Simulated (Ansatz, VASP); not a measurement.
## ReAu2Br6: VASP beside Ansatz

```
Re Au Br
1.0
     6.81389    0.00000    0.00000
    -3.40695    5.90101    0.00000
    -3.40695    1.96700    5.78113
Re Au Br
1 2 6
Direct
  0.50000 0.50000 0.50010
  0.76570 0.23430 0.29700
  0.23430 0.76570 0.70300
  0.37217 0.26833 0.25641
  0.73167 0.84743 0.25641
  0.15257 0.62783 0.25641
  0.62783 0.73167 0.74359
  0.26833 0.15257 0.74359
  0.84743 0.37217 0.74359
```

Alike in both runs: task single point; functional r2SCAN; k mesh 3 × 3 × 3; no spin polarisation.

|  | VASP | Ansatz |
| --- | --- | --- |
| version | VASP 6.6.1 | Ansatz 0.2.0 |
| potentials or method | VASP PAW PBE potentials, release 64 (Re, Au, Br), cutoff 520 eV | PAW plane waves |
| occupations | fermi-dirac, width 0.1 eV | fermi-dirac |
| valence electrons in the cell | 71 | 95 |

```csv
,VASP,Ansatz,Ansatz less VASP
gap on the k mesh at the Fermi level (eV),none,none,-
pressure (GPa),2.1,2.0,-0.10
"traceless stress, the component that is largest in VASP (GPa)",1.14,1.11,-0.029
rms of the force components (eV/Å),0.390,0.367,-0.0236
```

VASP's potentials were made for PBE, not for r2SCAN. Atom by atom the forces differ by 0.025 eV/Å (rms over components). A gap of «none» marks a metal or a gap that the smearing closes. VASP's potentials hold 71 valence electrons a cell and Ansatz's 95, so a difference there can come from the potentials and not from the codes. Ansatz's warnings: structure snapped to symmetry.

The k mesh is coarse, so the values compare programs but aren't converged. Spin-orbit coupling is off throughout.
